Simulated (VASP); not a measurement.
Here is a VASP 6.6.1 calculation.

The input POSCAR:

```
NaF
1.0
    0.0000000000      2.4088877442      2.4088877442
    2.4088877442      0.0000000000      2.4088877442
    2.4088877442      2.4088877442      0.0000000000
Na F
1 1
Direct
    0.0000000000      0.0000000000      0.0000000000
    0.5000000000      0.5000000000      0.5000000000
```

Contents of INCAR.step1:

```
PREC = Accurate
ENCUT = 520
ISMEAR = 0
SIGMA = 0.01
LREAL = F
LASPH = T
NELM = 60
NBANDS = 14
GGA = PE
ALGO = Normal
EDIFF = 1E-4
LWAVE = T
LCHARG = F
```

The input INCAR.step2:

```
PREC = Accurate
ENCUT = 520
EDIFF = 1E-7
ISMEAR = 0
SIGMA = 0.01
LREAL = F
LASPH = T
NELM = 60
ALGO = Normal
ISIF = 2
LWAVE = F
LCHARG = F
METAGGA = R2SCAN
LMIXTAU = T
NBANDS = 14
ISTART = 1
```

KPOINTS

```
Automatic mesh
0
Gamma
  10 10 10
```

Potentials or basis: VASP PAW PBE potentials, release 64 (Na_pv, F).

The run is started by

```sh
$ cat potpaw_PBE.64/Na_pv/POTCAR potpaw_PBE.64/F/POTCAR > POTCAR
$ cp INCAR.step1 INCAR
$ mpirun -np 1 vasp_std > vasp.out
$ cp INCAR.step2 INCAR
$ mpirun -np 1 vasp_std > vasp.out
```

Task: Predict the pressure.

Result: -6.2 GPa.

Task: What does it give for the band gap on the k mesh?

Result: 6.56 eV, direct.

Caveat: the cell differs from its parent crystal (strain +4.9%); the PAW data sets were made with another functional, which shifts forces and pressure a little. A k mesh can miss the band edges.
